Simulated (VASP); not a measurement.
LiCl: single point with r2SCAN

The system is LiCl.

```xyz
2
Lattice="0.0000 2.5234 2.6496 2.5234 0.0000 2.6496 2.5234 2.5234 0.0000" Properties=species:S:1:pos:R:3 pbc="T T T"
Li    0.0000    0.0000    0.0000
Cl    2.5234    2.5234    2.6496
```

This cell differs from its parent crystal: ratio of the length along z to the lengths across it x 1.05, volume and fractional coordinates fixed.

```yaml
Program: VASP 6.6.1
Task: single point
Functional: r2SCAN
Potentials_or_basis: VASP PAW PBE potentials, release 64 (Li_sv, Cl)
Cutoff: 520 eV
k_mesh: 8 × 8 × 8
Occupations: gaussian, width 0.05 eV
Spin: no spin polarisation
```

The band gap on the k mesh is 7.22 eV.

Levels at points of the mesh, in eV from the valence-band top:
| k point | band 1 | band 2 | band 3 | band 4 | band 5 | band 6 | band 7 | band 8 | band 9 | band 10 |
| --- | --- | --- | --- | --- | --- | --- | --- | --- | --- | --- |
| (0.00, 0.00, 0.00) | -44.88 | -14.06 | -0.11 | -0.11 | 0.00 | 7.22 | 12.33 | 12.75 | 12.75 | 14.93 |
| (0.50, 0.00, 0.00) | -44.87 | -13.47 | -2.91 | -0.41 | -0.28 | 7.45 | 10.07 | 10.45 | 14.12 | 17.74 |
| (0.50, 0.50, 0.00) | -44.87 | -13.28 | -3.00 | -1.09 | -1.09 | 8.81 | 9.02 | 13.04 | 15.62 | 15.62 |
| (0.50, 0.00, 0.50) | -44.87 | -13.19 | -3.01 | -1.41 | -1.08 | 8.67 | 8.79 | 13.75 | 14.72 | 15.78 |

It took 3 min on 1 thread of Intel Xeon 8259CL (shared host), peak memory 0.17 GiB.

 A k mesh can miss the band edges.
